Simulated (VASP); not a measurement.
WS2, 6 atoms in the cell. The structure is hexagonal, space group P6_3/mmc (No. 194). Conventional cell: a = 3.106 Å, b = 3.106 Å, c = 11.767 Å, α = 90.00°, β = 90.00°, γ = 120.00°. W (site symmetry -6m2) has 6 S at 2.38 Å and 6 W at 3.11 Å within 3.2 Å. Within 3.3 Å of S (site symmetry 3m) lie 3 W at 2.38 Å and 10 S at 3.11 to 3.29 Å. 

```yaml
Program: VASP 6.6.1
Task: relaxation of shape and atoms at fixed volume
Functional: PBE
Dispersion: D3(BJ)
Potentials_or_basis: VASP PAW PBE potentials, release 64 (W_sv, S)
Cutoff: 600 eV
k_mesh: 12 × 12 × 4
Occupations: gaussian, width 0.02 eV
Spin: no spin polarisation
Dipole_correction: no
Further_INCAR_settings: ALGO = Normal; EDIFF = 1e-06; IBRION = 2; EDIFFG = -0.01; NSW = 50; ISIF = 4
```

Potentials or basis: VASP PAW PBE potentials, release 64 (W_sv, S).

Run with:

```bash
$ cat potpaw_PBE.64/W_sv/POTCAR potpaw_PBE.64/S/POTCAR > POTCAR
$ mpirun -np 1 vasp_std > vasp.out
```

Hardware: 1 thread of Intel(R) Xeon(R) 6975P-C (Granite Rapids), on a shared host.

Estimate the wall time of this run.

It took 5.2 min on 1 thread of Intel(R) Xeon(R) 6975P-C (Granite Rapids), with other jobs on the host, peak memory 0.38 GiB. Counts: scf iterations 43, k points 57, ion steps 5.
